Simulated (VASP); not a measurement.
# Mg (Im-3m) in VASP: notebook

The runs below take Mg through single point, relaxation of cell and atoms, with LDA.

Everything below comes from runs of VASP 6.6.1. Logs are shortened: lines on timing, memory, paths and dates and some standing lists are left out, and cuts for length are marked.

### Step 1. The cell of the first run

It takes space group Im-3m (No. 229, cubic). Conventional cell: a = 2.941 Å, b = 2.941 Å, c = 2.941 Å, α = 90.00°, β = 90.00°, γ = 90.00°. Mg (site symmetry m-3m) has 14 Mg at 2.55 to 2.94 Å within 3.4 Å.

### Step 2. Single point, LDA

INCAR reads:

```
SYSTEM = Mg
PREC = Accurate ; ENCUT = 520
EDIFF = 1E-6 ; ISMEAR = 0
SIGMA = 0.1 ; LREAL = .False.
LASPH = .True. ; NELM = 80
ALGO = Normal ; ISIF = 2
LWAVE = .False. ; LCHARG = .True.
LELF = .True. ; LVHAR = .True.
NBANDS = 7
```

KPOINTS reads:

```
regular mesh
0
Gamma
  10 10 10
  0 0 0
```

POSCAR reads:

```
Mg
1.0
   -1.4706008161      1.4706008161      1.4706008161
    1.4706008161     -1.4706008161      1.4706008161
    1.4706008161      1.4706008161     -1.4706008161
Mg
1
Direct
    0.0000000000      0.0000000000      0.0000000000
```

Potentials or basis: VASP PAW LDA potentials, release 64 (Mg).

On the command line:

```console
$ cat potpaw_LDA.64/Mg/POTCAR > POTCAR
$ mpirun -np 1 vasp_std > vasp.out
```

OUTCAR:

```text
SYSTEM = Mg
   PREC = Accurate
   ENCUT = 520
   EDIFF = 1E-6
   ISMEAR = 0
   LREAL = .False.
   LASPH = .True.
   NELM = 80
   ISIF = 2

 ion  position               nearest neighbor table
   1  0.000  0.000  0.000-

  LATTYP: Found a body centered cubic cell.
 ALAT       =     2.9412016322

  Lattice vectors:

 A1 = (  -1.4706008161,   1.4706008161,   1.4706008161)
 A2 = (   1.4706008161,  -1.4706008161,   1.4706008161)
 A3 = (   1.4706008161,   1.4706008161,  -1.4706008161)

Analysis of symmetry for initial positions (statically):
=====================================================================
 Subroutine PRICEL returns:
 Original cell was already a primitive cell.

 Routine SETGRP: Setting up the symmetry group for a
 body centered cubic supercell.

 Subroutine GETGRP returns: Found 48 space group operations
 (whereof 48 operations were pure point group operations)
 out of a pool of 48 trial point group operations.

The static configuration has the point symmetry O_h .

Analysis of symmetry for dynamics (positions and initial velocities):
=====================================================================
 Subroutine PRICEL returns:
 Original cell was already a primitive cell.

 Routine SETGRP: Setting up the symmetry group for a
 body centered cubic supercell.

 Subroutine GETGRP returns: Found 48 space group operations
 (whereof 48 operations were pure point group operations)
 out of a pool of 48 trial point group operations.

The dynamic configuration has the point symmetry O_h .

 Subroutine INISYM returns: Found 48 space group operations
 (whereof 48 operations are pure point group operations),
 and found     1 'primitive' translations

----------------------------------------------------------------------------------------

                                     Primitive cell

  volume of cell :      12.7217

  direct lattice vectors                    reciprocal lattice vectors
    -1.470600816  1.470600816  1.470600816     0.000000000  0.339997091  0.339997091
     1.470600816 -1.470600816  1.470600816     0.339997091  0.000000000  0.339997091
     1.470600816  1.470600816 -1.470600816     0.339997091  0.339997091  0.000000000

  length of vectors
     2.547155331  2.547155331  2.547155331     0.480828498  0.480828498  0.480828498

  position of ions in fractional coordinates (direct lattice)
     0.000000000  0.000000000  0.000000000

  ion indices of the primitive-cell ions
   primitive index   ion index
[... 73 lines left out ...]
   EDIFF  = 0.1E-05   stopping-criterion for ELM
   LREAL  =      F    real-space projection
   EDIFFG = 0.1E-04   stopping-criterion for IOM
   NSW    =      0    number of steps for IOM
   IBRION =     -1    ionic relax: 0-MD 1-quasi-New 2-CG
   NFREE  =      0    steps in history (QN), initial steepest desc. (CG)
   ISIF   =      2    stress and relaxation
   ISYM   =      2    0-nonsym 1-usesym 2-fastsym
   POTIM  = 0.5000    time-step for ionic-motion
   TEBEG  =    0.0;   TEEND  =   0.0 temperature during run
   PSTRESS=    0.0 pullay stress
   NELECT =       2.0000    total number of electrons
   NUPDOWN=      -1.0000    fix difference up-down
   EMIN   =  10.00;   EMAX   =-10.00  energy-range for DOS
   EFERMI =   0.00;   METHOD = LEGACY
   ISMEAR =     0;   SIGMA  =   0.10  broadening in eV -4-tet -1-fermi 0-gaus
   EFERMI_NEDOS =   21; number of points for ismear=-14 and -15
   IALGO  =     38    algorithm
   IMIX   =      4    mixing-type and parameters
     AMIX     =   0.40;   BMIX     =  1.00
     AMIX_MAG =   1.60;   BMIX_MAG =  1.00
  volume/ion in A,a.u.               =      12.72        85.85
  Fermi-wavevector in a.u.,A,eV,Ry     =   0.883561  1.669689 10.621805  0.780681
  Thomas-Fermi vector in A             =   2.004344
   LORBIT       =      0    0 simple, 1 ext, 2 COOP (PROOUT), +10 PAW based schemes
   GGA     = CA    functional components
   LHFCALC =     F    Hartree Fock is set to
   AEXX    =    0.0000 exact exchange contribution
   IVDW    =     0    specifies the selected vdW correction
   LEPSILON=     F    determine dielectric tensor
   LRPA    =     F    only Hartree local field effects (RPA)
 non-spin polarized calculation
 Gauss-broadening in eV      SIGMA  =   0.10
  energy-cutoff  :      520.00
  volume of cell :       12.72
 maximum number of plane-waves:       370
   NGX =  9   NGY =  9   NGZ =  9

 number of electron       2.0000000 magnetization

 Free energy of the ion-electron system (eV)
  ---------------------------------------------------
  ext. energy  EPLUGINS =         0.00000000
  ---------------------------------------------------
  free energy    TOTEN  =        -0.74792549 eV

  energy without entropy =       -0.74531748  energy(sigma->0) =       -0.74662148

 E-fermi :   6.6820     XC(G=0): -10.8090

 val. band max:        6.4179889091   @ k =   0.3000   0.2000   0.2000
 cond. band min:       6.6836842020   @ k =  -0.4000   0.4000   0.4000
 fundamental gap:      0.2656952929
 Fermi energy:         6.6820264223

 k-point     1 :       0.0000    0.0000    0.0000
  band No.  band energies     occupation
      1      -3.3947      2.00000
      2      23.8483      0.00000
      3      23.8483      0.00000
      4      23.8483      0.00000
      5      26.7325      0.00000
      6      26.7325      0.00000
      7      28.6772      0.00000
[... 221 lines left out ...]
 k-point    24 :      -0.3000    0.3000    0.1000
  band No.  band energies     occupation
      1       0.0028      2.00000
      2      12.3049      0.00000
      3      17.4516      0.00000
      4      20.0468      0.00000
      5      23.8420      0.00000
      6      25.7727      0.00000
      7      28.4007      0.00000

 [... further k-points ...]

------------------------ aborting loop because EDIFF is reached ----------------------------------------

  FORCE on cell =-STRESS in cart. coord.  units (eV):
  Direction    XX          YY          ZZ          XY          YZ          ZX
  --------------------------------------------------------------------------------------
  -------------------------------------------------------------------------------------
  Total        4.6581893      4.6581893      4.6581893      0.0000000      0.0000000     -0.0000000
  in kB      586.6557247    586.6557247    586.6557247      0.0000000      0.0000000     -0.0000000
  external PRESSURE =     586.6557247 kB  Pullay stress =       0.0000000 kB

 VOLUME and BASIS-vectors are now :
 -----------------------------------------------------------------------------
  energy-cutoff  :      520.00
  volume of cell :       12.72
      direct lattice vectors                 reciprocal lattice vectors
    -1.470600816  1.470600816  1.470600816     0.000000000  0.339997091  0.339997091
     1.470600816 -1.470600816  1.470600816     0.339997091  0.000000000  0.339997091
     1.470600816  1.470600816 -1.470600816     0.339997091  0.339997091  0.000000000

 POSITION                                       TOTAL-FORCE (eV/Angst)
 -----------------------------------------------------------------------------------
      0.00000      0.00000      0.00000        -0.000000      0.000000      0.000000
 -----------------------------------------------------------------------------------
    total drift:                                0.000000      0.000000     -0.000000

  FREE ENERGIE OF THE ION-ELECTRON SYSTEM (eV)
  ---------------------------------------------------
  free  energy   TOTEN  =        -0.7479254859 eV

  energy  without entropy=       -0.7453174834  energy(sigma->0) =       -0.74662148
```

stdout:

```text
POSCAR found type information on POSCAR Mg
 POSCAR found :  1 types and       1 ions
 scaLAPACK will be used
 LDA part: xc-table for (Slater(with rela. corr.)+CA(PZ))
 , standard interpolation
 POSCAR, INCAR and KPOINTS ok, starting setup
 FFT: planning ... GRIDC
 FFT: planning ... GRID_SOFT
 FFT: planning ... GRID
 WAVECAR not read
 entering main loop
```

It took 1.9 s on 1 thread of Intel Xeon 6975P-C (Granite Rapids), shared host; peak memory 0.11 GiB.

What came out:

```yaml
Free_energy: -0.7479 eV
Pressure: 58.7 GPa
Band_gap_on_the_k_mesh: zero (band 1 reaches 10.41 eV, above the bottom of band 2 at 5.54 eV)
```

### Step 3. Relaxation of cell and atoms, LDA, target pressure 58 GPa, at which the enthalpy is minimised

This run uses another cell than the first one, of 12.88 Å³/atom, 1.012 times its volume.

INCAR reads:

```
SYSTEM = Mg
PREC = Accurate ; ENCUT = 600
EDIFF = 1E-6 ; ISMEAR = 0
SIGMA = 0.1 ; LREAL = .FALSE.
LASPH = .TRUE. ; NELM = 60
ALGO = Normal ; ISIF = 3
LWAVE = .FALSE. ; LCHARG = .FALSE.
GGA = CA ; IBRION = 2
NSW = 80 ; EDIFFG = -0.05
PSTRESS = 580.0
```

KPOINTS reads:

```
Automatic mesh
0
G
  10 10 10
  0 0 0
```

POSCAR reads:

```
Mg
1.0
   -1.4765000000      1.4765000000      1.4765000000
    1.4765000000     -1.4765000000      1.4765000000
    1.4765000000      1.4765000000     -1.4765000000
Mg
1
Direct
    0.0000000000      0.0000000000      0.0000000000
```

Potentials or basis: VASP PAW LDA potentials, release 64 (Mg).

On the command line:

```console
$ cat potpaw_LDA.64/Mg/POTCAR > POTCAR
$ mpirun -np 1 vasp_std > vasp.out
```

Wall time 2.5 s (1 thread of Intel Xeon 6975P-C (Granite Rapids), shared host); peak memory 0.12 GiB.

The run converged. Its results:

```yaml
Free_energy: -0.7620 eV
Relaxed_volume: 12.76 Å³/atom
Relaxed_cell: a = 2.550 Å, b = 2.550 Å, c = 2.550 Å, α = 109.47°, β = 109.47°, γ = 109.47°
Space_group_after_relaxing_to_0.05_Å: Im-3m (No. 229)
Energy_change_on_relaxing_the_enthalpy_is_what_falls: +41.1 meV/atom
Ionic_steps: 3
Pressure_after_relaxing: 58.0 GPa
Band_gap_on_the_k_mesh: zero (band 1 reaches 10.38 eV, above the bottom of band 2 at 5.51 eV)
```

Step by step:
| step | energy change (eV) | largest force (eV/Å) | pressure (GPa) | volume (Å³) |
| --- | --- | --- | --- | --- |
| 1 | 0.0000 | 0.0000 | 55.99 | 12.88 |
| 2 | 0.1095 | 0.0000 | 61.33 | 12.58 |
| 3 | 0.0411 | 0.0000 | 57.99 | 12.76 |

Final structure:
```yaml
crystal:
  lattice:
    - [-1.47207, 1.47207, 1.47207]
    - [1.47207, -1.47207, 1.47207]
    - [1.47207, 1.47207, -1.47207]
  atoms:
    - { symbol: Mg, position: [0.00000, 0.00000, 0.00000] }
```

Levels at points of the mesh, in eV from the Fermi level:
```
           k point  band 1  band 2  band 3  band 4
(0.00, 0.00, 0.00)  -10.06   17.14   17.14   17.14
(0.50, 0.00, 0.00)   -2.52   -1.15   10.62   14.52
(0.50, 0.50, 0.50)    3.73    3.73    5.95    5.95
```

Caveat: the cell is relaxed towards a set pressure, so the enthalpy falls and the energy may rise. LDA usually gives volumes a few per cent too small.

### Step 4. Single point, LDA

INCAR reads:

```
PREC     = Accurate       # precision mode
ENCUT    = 520            # plane-wave cutoff, eV
EDIFF    = 1E-6           # SCF threshold, eV
ISMEAR   = -1             # smearing method
SIGMA    = 0.1            # smearing width, eV
LREAL    = False          # projectors in reciprocal space
LASPH    = True           # aspherical terms in the spheres
NELM     = 100            # most SCF steps
ALGO     = Fast           # electronic algorithm
ISIF     = 2              # what is computed and relaxed
LWAVE    = False          # write WAVECAR
LCHARG   = False          # write CHGCAR
GGA      = CA             # functional
NBANDS   = 7              # bands
```

KPOINTS reads:

```
regular mesh
0
Gamma
  20 20 20
```

POSCAR reads:

```
Mg
1.0
   -1.4708569756      1.4708569756      1.4708569756
    1.4708569756     -1.4708569756      1.4708569756
    1.4708569756      1.4708569756     -1.4708569756
Mg
1
Direct
    0.0000000000      0.0000000000      0.0000000000
```

On the command line:

```console
$ cat potpaw_LDA.64/Mg/POTCAR > POTCAR
$ mpirun -np 1 vasp_std > vasp.out
```

It took 6.9 s on 1 thread of Intel Xeon 6975P-C (Granite Rapids), shared host; peak memory 0.13 GiB.

It converged, with:

```yaml
Free_energy: -0.7607 eV
Pressure: 58.5 GPa
Band_gap_on_the_k_mesh: zero (band 1 reaches 10.40 eV, above the bottom of band 2 at 5.53 eV)
```

Levels at points of the mesh, in eV from the Fermi level:
| k point | band 1 | band 2 | band 3 | band 4 | band 5 |
| --- | --- | --- | --- | --- | --- |
| (0.00, 0.00, 0.00) | -9.90 | 17.34 | 17.34 | 17.34 | 20.22 |
| (0.50, 0.00, 0.00) | -2.35 | -0.97 | 10.81 | 14.72 | 15.03 |
| (0.50, 0.50, 0.50) | 3.90 | 3.90 | 6.14 | 6.14 | 6.14 |

### Step 5. Relaxation of cell and atoms, LDA, target pressure 58 GPa, at which the enthalpy is minimised

INCAR reads:

```
SYSTEM = Mg
  PREC = Accurate
  ENCUT = 600
  EDIFF = 1E-6
  ISMEAR = -1
  SIGMA = 0.1
  LREAL = .FALSE.
  LASPH = .TRUE.
  NELM = 80
  ALGO = Normal
  ISIF = 3
  LWAVE = .FALSE.
  LCHARG = .FALSE.
  IBRION = 2
  NSW = 80
  EDIFFG = -0.002
  PSTRESS = 580.0
```

KPOINTS reads:

```
regular mesh
0
G
  20 20 20
  0 0 0
```

POSCAR reads:

```
Mg
1.0
   -1.4706008161      1.4706008161      1.4706008161
    1.4706008161     -1.4706008161      1.4706008161
    1.4706008161      1.4706008161     -1.4706008161
Mg
1
Direct
    0.0000000000      0.0000000000      0.0000000000
```

Potentials or basis: VASP PAW LDA potentials, release 64 (Mg).

On the command line:

```console
$ cat potpaw_LDA.64/Mg/POTCAR > POTCAR
$ mpirun -np 1 vasp_std > vasp.out
```

OUTCAR:

```text
SYSTEM = Mg
   PREC = Accurate
   ENCUT = 600
   EDIFF = 1E-6
   ISMEAR = -1
   LREAL = .FALSE.
   LASPH = .TRUE.
   NELM = 80
   ISIF = 3
   IBRION = 2
   NSW = 80
   EDIFFG = -0.002
   PSTRESS = 580.0

 ion  position               nearest neighbor table
   1  0.000  0.000  0.000-

  LATTYP: Found a body centered cubic cell.
 ALAT       =     2.9412016322

  Lattice vectors:

 A1 = (  -1.4706008161,   1.4706008161,   1.4706008161)
 A2 = (   1.4706008161,  -1.4706008161,   1.4706008161)
 A3 = (   1.4706008161,   1.4706008161,  -1.4706008161)

Analysis of symmetry for initial positions (statically):
=====================================================================
 Subroutine PRICEL returns:
 Original cell was already a primitive cell.

 Routine SETGRP: Setting up the symmetry group for a
 body centered cubic supercell.

 Subroutine GETGRP returns: Found 48 space group operations
 (whereof 48 operations were pure point group operations)
 out of a pool of 48 trial point group operations.
[... 164 lines left out ...]

  FORCE on cell =-STRESS in cart. coord.  units (eV):
  Direction    XX          YY          ZZ          XY          YZ          ZX
  --------------------------------------------------------------------------------------
  -------------------------------------------------------------------------------------
  Total        4.6543408      4.6543408      4.6543408      0.0000000      0.0000000     -0.0000000
  in kB      586.1710485    586.1710485    586.1710485      0.0000000      0.0000000     -0.0000000
  external PRESSURE =       6.1710485 kB  Pullay stress =     580.0000000 kB
[... 61 lines left out ...]
--------------------------------------- Ionic step        3  -------------------------------------------

 number of electron       2.0000000 magnetization

 Free energy of the ion-electron system (eV)
  ---------------------------------------------------
  ext. energy  EPLUGINS =         0.00000000
  ---------------------------------------------------
  free energy    TOTEN  =        -0.77108200 eV

  energy without entropy =       -0.76220708  energy(sigma->0) =       -0.76664454

 E-fermi :   6.4820     XC(G=0): -10.7982

 val. band max:        6.4672064079   @ k =   0.3000   0.2500   0.1500
 cond. band min:       6.5403590516   @ k =  -0.3500  -0.3500   0.0500
 fundamental gap:      0.0731526437
 Fermi energy:         6.4819592117

 k-point     1 :       0.0000    0.0000    0.0000
  band No.  band energies     occupation
      1      -3.4030      2.00000
      2      23.8014      0.00000
      3      23.8014      0.00000
      4      23.8014      0.00000
      5      26.6807      0.00000
[... 177 lines left out ...]
 k-point    24 :       0.2500    0.1000    0.0000
  band No.  band energies     occupation
      1      -0.0933      2.00000
      2      12.1635      0.00000
      3      16.5869      0.00000
      4      21.3090      0.00000
      5      23.2608      0.00000

 [... further k-points ...]

------------------------ aborting loop because EDIFF is reached ----------------------------------------

  FORCE on cell =-STRESS in cart. coord.  units (eV):
  Direction    XX          YY          ZZ          XY          YZ          ZX
  --------------------------------------------------------------------------------------
  -------------------------------------------------------------------------------------
  Total        4.6177224      4.6177224      4.6177224     -0.0000000     -0.0000000      0.0000000
  in kB      579.9746657    579.9746657    579.9746657     -0.0000000     -0.0000000      0.0000000
  external PRESSURE =      -0.0253343 kB  Pullay stress =     580.0000000 kB
[... 20 lines left out ...]
  energy  without entropy=       -0.7622070836  energy(sigma->0) =       -0.76664454

  enthalpy is  TOTEN    =         3.8468421019 eV   P V=        4.6179241016

 reached required accuracy - stopping structural energy minimisation
```

Wall time 9.3 s (1 thread of Intel Xeon 6975P-C (Granite Rapids), shared host); peak memory 0.14 GiB.

Results:

| Quantity | Value |
| --- | --- |
| Free energy | -0.7711 eV |
| Relaxed volume | 12.76 Å³/atom |
| Relaxed cell | a = 2.549 Å, b = 2.549 Å, c = 2.549 Å, α = 109.47°, β = 109.47°, γ = 109.47° |
| Space group after relaxing (to 0.05 Å) | Im-3m (No. 229) |
| Energy change on relaxing (the enthalpy is what falls) | -12.6 meV/atom |
| Ionic steps | 3 |
| Pressure after relaxing | 58.0 GPa |
| Band gap on the k mesh | zero (band 1 reaches 10.39 eV, above the bottom of band 2 at 5.51 eV) |

Step by step:
| step | energy change (eV) | largest force (eV/Å) | pressure (GPa) | volume (Å³) |
| --- | --- | --- | --- | --- |
| 1 | 0.0000 | 0.0000 | 58.62 | 12.72 |
| 2 | -0.0326 | 0.0000 | 57.02 | 12.81 |
| 3 | -0.0126 | 0.0000 | 58.00 | 12.76 |

Final structure:
```
Mg
1.0
    -1.47194    1.47194    1.47194
     1.47194   -1.47194    1.47194
     1.47194    1.47194   -1.47194
Mg
1
Cartesian
  0.0000 0.0000 0.0000
```

Levels at points of the mesh, in eV from the Fermi level:
| k point | band 1 | band 2 | band 3 | band 4 |
| --- | --- | --- | --- | --- |
| (0.00, 0.00, 0.00) | -9.88 | 17.32 | 17.32 | 17.32 |
| (0.50, 0.00, 0.00) | -2.34 | -0.97 | 10.80 | 14.70 |
| (0.50, 0.50, 0.50) | 3.90 | 3.90 | 6.13 | 6.13 |

Caveat: the cell is relaxed towards a set pressure, so the enthalpy falls and the energy may rise.

### Step 6. The runs side by side

```csv
task,cell,k mesh,cutoff (eV),smearing,gap on the mesh (eV),pressure (GPa)
single point,"a = 2.547 Å, angles 109.5°, 1 atom",10 × 10 × 10,520,gaussian 0.1 eV,none,58.7
relaxation of cell and atoms,"relaxed to 58 GPa from a = 2.557 Å, angles 109.5°, 1 atom",10 × 10 × 10,600,gaussian 0.1 eV,none,58.0
single point,"a = 2.548 Å, angles 109.5°, 1 atom",20 × 20 × 20,520,fermi-dirac 0.1 eV,none,58.5
relaxation of cell and atoms,"relaxed to 58 GPa from a = 2.547 Å, angles 109.5°, 1 atom",20 × 20 × 20,600,fermi-dirac 0.1 eV,none,58.0
```

Alike in all rows: level LDA; potentials or basis VASP PAW LDA potentials, release 64 (Mg); no spin polarisation.

Caveats: the cell is relaxed towards a set pressure, so the enthalpy falls and the energy may rise (some runs).

Total energies depend on the potentials used, so only differences within one code and one set of settings carry meaning.
